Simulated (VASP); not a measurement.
KCl, 2 atoms in the cell. It takes space group P4/mmm (No. 123, tetragonal). Conventional cell: a = 3.743 Å, b = 3.743 Å, c = 3.634 Å, α = 90.00°, β = 90.00°, γ = 90.00°. K (site symmetry 4/mmm) has 8 Cl at 3.21 Å and 6 K at 3.63 to 3.74 Å within 4.2 Å. Within 4.2 Å of Cl (site symmetry 4/mmm) lie 8 K at 3.21 Å and 6 Cl at 3.63 to 3.74 Å.  This cell differs from its parent crystal: equal xx and yy strain of +3 %.

- Program: VASP 6.6.1
- Task: electric field gradients
- Functional: PBEsol
- Potentials or basis: VASP PAW PBE potentials, release 64 (K_sv, Cl)
- Cutoff: 400 eV
- k mesh: 7 × 7 × 7
- Occupations: fermi-dirac, width 0.02 eV
- Spin: no spin polarisation
- Dipole correction: no
- Further INCAR settings: ALGO = Normal; EDIFF = 1e-08; NBANDS = 15

Potentials or basis: VASP PAW PBE potentials, release 64 (K_sv, Cl).

Command:

```bash
$ cat potpaw_PBE.64/K_sv/POTCAR potpaw_PBE.64/Cl/POTCAR > POTCAR
$ mpirun -np 1 vasp_std > vasp.out
```

Hardware: 1 thread of Intel Xeon 8259CL (shared host).

Problem. Estimate the wall time of this run.

Solution. Run time: 30 s on 1 thread of Intel Xeon 8259CL, with other jobs on the host, peak memory 0.15 GiB. Counts: scf iterations 16, k points 40.
